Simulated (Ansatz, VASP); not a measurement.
## One calculation of InAs, two programs

File POSCAR:

```
InAs
1.0
    0.0000000000      3.0233800501      3.0233800501
    3.0233800501      0.0000000000      3.0233800501
    3.0233800501      3.0233800501      0.0000000000
In As
1 1
Direct
    0.0000000000      0.0000000000      0.0000000000
    0.2500000000      0.2500000000      0.2500000000
```

File INCAR.step1:

```
SYSTEM = InAs
  ALGO = Normal
  EDIFF = 1E-4
  ENCUT = 520
  GGA = PE
  ISMEAR = 0
  LASPH = .TRUE.
  LCHARG = .FALSE.
  LREAL = .FALSE.
  LWAVE = .TRUE.
  NBANDS = 16
  NELM = 100
  PREC = Accurate
  SIGMA = 0.01
```

File INCAR.step2:

```
SYSTEM = InAs
  ALGO = Normal
  EDIFF = 1E-6
  ENCUT = 520
  ISIF = 2
  ISMEAR = 0
  ISTART = 1
  LASPH = .TRUE.
  LCHARG = .FALSE.
  LMIXTAU = .TRUE.
  LREAL = .FALSE.
  LWAVE = .FALSE.
  METAGGA = R2SCAN
  NBANDS = 16
  NELM = 100
  PREC = Accurate
  SIGMA = 0.01
```

KPOINTS

```
k-points
0
G
  10 10 10
  0 0 0
```

Input for Ansatz:

```yaml
crystal:
  lattice:
    - [0.0, 3.0233800501, 3.0233800501]
    - [3.0233800501, 0.0, 3.0233800501]
    - [3.0233800501, 3.0233800501, 0.0]
  atoms:
    - { symbol: In, position: [0.0, 0.0, 0.0] }
    - { symbol: As, position: [0.25, 0.25, 0.25] }
basis:
  ecutwfc: 500
kpoints:
  mp_grid: { grid: [10, 10, 10] }
hamiltonian:
  xc: r2scan
scf:
  occupations: { method: gaussian, width: 0.01 }
output:
  forces: true
  stress: true
  eigenvalues: true
```

Alike in both runs: task single point; functional r2SCAN; k mesh 10 × 10 × 10; occupations gaussian, width 0.01 eV; no spin polarisation.

|  | VASP | Ansatz |
| --- | --- | --- |
| version | VASP 6.6.1 | Ansatz 0.2.0 |
| potentials or method | VASP PAW PBE potentials, release 64 (In_d, As), cutoff 520 eV | scalar-relativistic, plane waves, PAW |
| valence electrons in the cell | 18 | 28 |

```csv
,VASP,Ansatz,Ansatz less VASP
gap on the k mesh at the Fermi level (eV),0.25,0.25,0.000
least direct gap on the mesh (eV),0.25,0.25,0.000
pressure (GPa),1.9,1.9,0.00
```

VASP's potentials were made for PBE, not for r2SCAN. With one functional, cell and mesh, what is left measures potentials, basis and numerics. VASP's potentials hold 18 valence electrons a cell and Ansatz's 28, so a difference there can come from the potentials and not from the codes.
